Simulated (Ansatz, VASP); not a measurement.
One calculation of BP, two programs

```
CELL_PARAMETERS angstrom
0.00000 2.33295 2.14631
2.33295 0.00000 2.14631
2.33295 2.33295 0.00000
ATOMIC_POSITIONS crystal
B 0.00000 0.00000 0.00000
P 0.75000 0.75000 0.75000
```

Alike in both runs: task single point; functional r2SCAN; k mesh 12 × 12 × 12; occupations gaussian, width 0.05 eV; no spin polarisation.

|  | VASP | Ansatz |
| --- | --- | --- |
| version | VASP 6.6.1 | Ansatz 0.2.0 |
| potentials or method | VASP PAW PBE potentials, release 64 (B, P), cutoff 520 eV | scalar-relativistic, plane waves, PAW |
| valence electrons in the cell | 8 | 8 |

Ansatz gave:

- gap on the k mesh at the Fermi level (eV): 0.14
- least direct gap on the mesh (eV): 2.76
- pressure (GPa): -0.3
- traceless stress, the component that is largest in VASP (GPa): 14.19

Problem. Estimate VASP's values.

Solution. gap on the k mesh at the Fermi level (eV): 0.16; least direct gap on the mesh (eV): 2.80; pressure (GPa): -0.8; traceless stress, the component that is largest in VASP (GPa): 14.27.

VASP's potentials were made for PBE, not for r2SCAN.
